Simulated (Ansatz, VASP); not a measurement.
# Two plane-wave programs on Pd

```
Pd
1.0
     0.00000    1.94650    1.94650
     1.94650    0.00000    1.94650
     1.94650    1.94650    0.00000
Pd
1
Direct
  0.00000 0.00000 0.00000
```

Alike in both runs: functional BLYP; k mesh 12 × 12 × 12; occupations fermi-dirac, width 0.05 eV; no spin polarisation.

|  | VASP | Ansatz |
| --- | --- | --- |
| version | VASP 6.6.1 | Ansatz 0.2.0 |
| potentials or method | VASP PAW PBE potentials, release 64 (Pd) | Ansatz PAW |
| plane-wave cutoff (eV) | 520 | 420 |
| valence electrons in the cell | 10 | 18 |
| task | single point | band structure |

Ansatz gave:

| Item | Value |
| --- | --- |
| gap on the k mesh at the Fermi level (eV) | none |
| pressure (GPa) | 18.1 |

Problem. Estimate VASP's values.

Solution. gap on the k mesh at the Fermi level (eV): none; pressure (GPa): 18.5.

VASP's potentials were made for PBE, not for BLYP. A gap of «none» marks a metal or a gap that the smearing closes. VASP's potentials hold 10 valence electrons a cell and Ansatz's 18, so a difference there can come from the potentials and not from the codes.
